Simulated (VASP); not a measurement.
Here is a VASP 6.6.1 calculation.

The input INCAR:

```
PREC = Accurate
ENCUT = 520
EDIFF = 1E-7
ISMEAR = 0
SIGMA = 0.05
LREAL = False
LASPH = True
NELM = 100
ALGO = Normal
ISIF = 2
LWAVE = False
LCHARG = False
GGA = PE
NBANDS = 31
```

The input KPOINTS:

```
regular mesh
0
Gamma
  6 6 4
```

File POSCAR:

```
HfO2
1.0
    4.0097890722      0.0000000000      0.0000000000
    0.0000000000      3.6043047840      0.0000000000
    0.0000000000      0.0000000000      5.2639672632
Hf O
2 4
Direct
    0.5000000000      0.5000000000      0.5000000000
    0.0000000000      0.0000000000      0.0000000000
    0.0000000000      0.5000000000      0.6932520948
    0.5000000000      0.0000000000      0.8067479052
    0.5000000000      0.0000000000      0.3067479052
    0.0000000000      0.5000000000      0.1932520948
```

Potentials or basis: VASP PAW PBE potentials, release 64 (Hf_pv, O).

Launch:

```bash
$ cat potpaw_PBE.64/Hf_pv/POTCAR potpaw_PBE.64/O/POTCAR > POTCAR
$ mpirun -np 1 vasp_std > vasp.out
```

Problem. Estimate the largest force.

Solution. 1.502 eV/Å.

Problem. What does it give for the pressure?

Solution. -21.2 GPa.

Problem. Predict the band gap on the k mesh.

Solution. 3.84 eV (least direct gap 3.92 eV).

Stress tensor (GPa, compression positive):
```
-33.50   0.00   0.00
  0.00 -20.75   0.00
  0.00   0.00  -9.42
```

Caveat: the cell differs from its parent crystal (strain +0.1125 x Voigt [1, 0, 0, 0, 0, 0]); the cell stands under tension; spin-orbit coupling is left out, which moves the levels of the heavy elements; forces of over 1 eV/Å act on the atoms, so gaps and moduli don't describe the material at rest. A k mesh can miss the band edges.
